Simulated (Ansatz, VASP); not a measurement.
# Two plane-wave programs on GePt2

```
Ge Pt
1.0
     6.97623    0.00000    0.00000
    -3.48811    6.04159    0.00000
     0.00000    0.00000    3.55681
Ge Pt
3 6
Cartesian
  3.4881 2.0139 0.0000
  0.0000 4.0277 0.0000
  0.0000 0.0000 1.7784
  4.3359 0.0000 1.7784
  1.3202 2.2866 1.7784
  -2.1680 3.7550 1.7784
  -0.9855 1.7069 0.0000
  2.5027 4.3347 0.0000
  1.9709 0.0000 0.0000
```

Change from the starting cell: strain +0.0375 x Voigt [1, 1, 0, 0, 0, 0], atoms carried along.

Alike in both runs: task single point; functional r2SCAN; k mesh 6 × 6 × 12; occupations gaussian, width 0.15 eV; no spin polarisation.

```csv
,VASP,Ansatz
version,VASP 6.6.1,Ansatz 0.2.0
potentials or method,"VASP PAW PBE potentials, release 64 (Ge_d, Pt), cutoff 520 eV","scalar-relativistic, plane waves, PAW"
valence electrons in the cell,102,150
```

Ansatz gave:

- gap on the k mesh at the Fermi level (eV): none
- pressure (GPa): -13.7
- traceless stress, the component that is largest in VASP (GPa): 3.51
- rms of the force components (eV/Å): 0.135

Task: What did VASP give for the same quantities?

Result: gap on the k mesh at the Fermi level (eV): none; pressure (GPa): -13.6; traceless stress, the component that is largest in VASP (GPa): 3.50; rms of the force components (eV/Å): 0.132.

VASP's potentials were made for PBE, not for r2SCAN. Atom by atom the forces differ by 0.003 eV/Å (rms over components). A gap of «none» marks a metal or a gap that the smearing closes. VASP's potentials hold 102 valence electrons a cell and Ansatz's 150, so a difference there can come from the potentials and not from the codes.

Spin-orbit coupling is off throughout.
